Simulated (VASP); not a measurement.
Si4O7 (a cell with a defect): single point with PBE

Si4O7 (a cell with a defect):

```
Si O
1.0
     0.00000    4.23580   -2.68994
     0.00000   -4.23580   -2.68994
    -4.23580    0.00000    2.68994
Si O
4 7
Direct
  0.25000 0.75000 0.50000
  0.75000 0.25000 0.50000
  0.00000 0.00000 0.00000
  0.50000 0.50000 0.00000
  0.00000 0.30698 0.30698
  0.55698 0.75000 0.80698
  0.05698 0.25000 0.80698
  0.00000 0.69302 0.69302
  0.45827 0.04825 0.50652
  0.94302 0.75000 0.19302
  0.44302 0.25000 0.19302
```

This cell differs from its parent crystal: atoms taken out, atom 9 moved 0.375 of the way to it and -0.250 Å across, host rigid.

- Program: VASP 6.6.1
- Task: single point
- Functional: PBE
- Potentials or basis: VASP PAW PBE potentials, release 64 (Si, O)
- Cutoff: 520 eV
- k mesh: 6 × 6 × 6
- Occupations: gaussian, width 0.05 eV
- Spin: no spin polarisation

```json
{"Pressure": "31.6 GPa", "Largest force": "14.725 eV/Å", "Band gap on the k mesh": "0.12 eV"}
```

Forces in eV/Å, atoms in the order of the input:
```
Si    1.860   4.702  13.830
Si    1.860   4.702 -13.830
Si   -0.335   0.071   0.000
Si   -3.012  -2.373   0.000
O     0.107   0.143   0.000
O     1.357  -0.493  -0.977
O     1.357  -0.493   0.977
O    -0.119  -0.081   0.000
O    -6.247  -6.428   0.000
O     1.587   0.125   1.040
O     1.587   0.125  -1.040
```

Stress tensor (GPa, compression positive):
```
 9.71 -2.95  0.00
-2.95 12.17  0.00
 0.00  0.00 72.82
```

Levels at points of the mesh, in eV from the valence-band top:
```tsv
k point	band 27	band 28	band 29	band 30	band 31	band 32
(0.00, 0.00, 0.00)	-4.94	-4.40	-2.10	0.32	2.33	2.69
(0.50, 0.00, 0.00)	-5.42	-4.78	-0.34	0.99	1.79	3.02
(0.50, 0.00, 0.50)	-5.04	-4.91	-0.28	0.71	1.48	2.97
(0.50, 0.50, 0.00)	-5.38	-5.32	-0.74	0.48	3.63	3.67
(0.00, 0.00, 0.50)	-5.48	-5.25	-0.57	0.42	3.29	3.54
(0.50, 0.50, 0.50)	-5.95	-5.73	-0.21	1.16	2.31	2.97
```

Run time: 4.2 min on 1 thread of Intel(R) Xeon(R) Platinum 8488C (Sapphire Rapids) (shared host), peak memory 0.34 GiB.

Caveat: the cell differs from its parent crystal (atoms taken out, atom 9 moved 0.375 of the way to it and -0.250 Å across, host rigid).
